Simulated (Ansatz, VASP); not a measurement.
## One calculation of ZnS, two programs

```
S Zn
1.0
     3.78763    0.00000    0.00000
     0.00000    3.78763    0.00000
     0.00000    0.00000   27.05217
S Zn
5 5
Cartesian
  0.0000 1.8938 7.5279
  1.8938 0.0000 10.2039
  0.0000 1.8938 12.8770
  1.8938 0.0000 15.5587
  0.0000 1.8938 18.2679
  1.8938 1.8938 8.7732
  0.0000 0.0000 11.4737
  1.8938 1.8938 14.1563
  0.0000 0.0000 16.8439
  1.8938 1.8938 19.5783
```

Alike in both runs: functional PBEsol; k mesh 7 × 7 × 1; occupations gaussian, width 0.05 eV; no spin polarisation.

Ansatz relaxed the structure, and its values are those at the end. VASP's run is a single point on that final structure, the one shown.

|  | VASP | Ansatz |
| --- | --- | --- |
| version | VASP 6.6.1 | Ansatz 0.2.0 |
| potentials or method | VASP PAW PBE potentials, release 64 (S, Zn), cutoff 520 eV | scalar-relativistic, plane waves, PAW |
| valence electrons in the cell | 90 | 90 |

|  | VASP | Ansatz | Ansatz less VASP |
| --- | --- | --- | --- |
| gap on the k mesh at the Fermi level (eV) | 0.07 | 0.07 | +0.003 |
| least direct gap on the mesh (eV) | 0.12 | 0.12 | +0.002 |
| rms of the force components (eV/Å) | 0.006 | 0.001 | -0.0055 |

VASP's potentials were made for PBE, not for PBEsol. Ansatz's warnings: xc potential rough in thin density.
